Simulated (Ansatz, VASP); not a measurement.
Pt in VASP and in Ansatz

```
Pt
1.0
    -1.73599    1.44341    1.61896
     1.38489   -1.67748    1.50193
     1.73599    1.67748   -1.85303
Pt
1
Direct
  0.00000 0.00000 0.00000
```

Change from the starting cell: engineering shear strain xz -0.2250, engineering shear strain yz -0.1500.

Alike in both runs: task single point; functional PBEsol; k mesh 20 × 20 × 20; occupations gaussian, width 0.15 eV; no spin polarisation.

|  | VASP | Ansatz |
| --- | --- | --- |
| version | VASP 6.6.1 | Ansatz 0.2.0 |
| potentials or method | VASP PAW PBE potentials, release 64 (Pt), cutoff 520 eV | scalar-relativistic, plane waves, PAW |
| valence electrons in the cell | 10 | 18 |

Ansatz gave:

- gap on the k mesh at the Fermi level (eV): none
- pressure (GPa): 29.5
- traceless stress, the component that is largest in VASP (GPa): 37.85

Problem. What did VASP give for the same quantities?

Solution. gap on the k mesh at the Fermi level (eV): none; pressure (GPa): 29.0; traceless stress, the component that is largest in VASP (GPa): 37.60.

VASP's potentials were made for PBE, not for PBEsol, and Ansatz warns of the same on its side. A gap of «none» marks a metal or a gap that the smearing closes. Both programs put the cell under a high pressure, so it lies far from rest at this level. VASP's potentials hold 10 valence electrons a cell and Ansatz's 18, so a difference there can come from the potentials and not from the codes.

Spin-orbit coupling is off throughout.
